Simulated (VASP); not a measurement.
Here is a VASP 6.6.1 calculation.

File INCAR:

```
SYSTEM = Li2Se
ALGO     = Normal         ! electronic algorithm
EDIFF    = 1E-6           ! SCF threshold, eV
ENCUT    = 750            ! plane-wave cutoff, eV
GGA      = CA             ! functional
GGA_COMPAT= .False.      
ISIF     = 2              ! what is computed and relaxed
ISMEAR   = 0              ! smearing method
LASPH    = .True.         ! aspherical terms in the spheres
LCHARG   = .False.        ! write CHGCAR
LREAL    = .False.        ! projectors in reciprocal space
LWAVE    = .False.        ! write WAVECAR
NBANDS   = 13             ! bands
NELM     = 120            ! most SCF steps
PREC     = Accurate       ! precision mode
SIGMA    = 0.01           ! smearing width, eV
```

KPOINTS

```
k-points
0
Gamma
  6 6 6
  0 0 0
```

Contents of POSCAR:

```
Li2Se
1.0
    0.0000000000      2.9934588658      2.9934588658
    2.9934588658      0.0000000000      2.9934588658
    2.9934588658      2.9934588658      0.0000000000
Li Se
2 1
Direct
    0.2500000000      0.2500000000      0.2500000000
    0.7500000000      0.7500000000      0.7500000000
    0.0000000000      0.0000000000      0.0000000000
```

Potentials or basis: VASP PAW LDA potentials, release 64 (Li_sv, Se).

The run is started by

```bash
$ cat potpaw_LDA.64/Li_sv/POTCAR potpaw_LDA.64/Se/POTCAR > POTCAR
$ mpirun -np 1 vasp_std > vasp.out
```

(1) Predict the band gap on the k mesh.

(2) Predict the pressure.

Results:

(1) 2.80 eV (least direct gap 3.24 eV).

(2) -2.3 GPa.
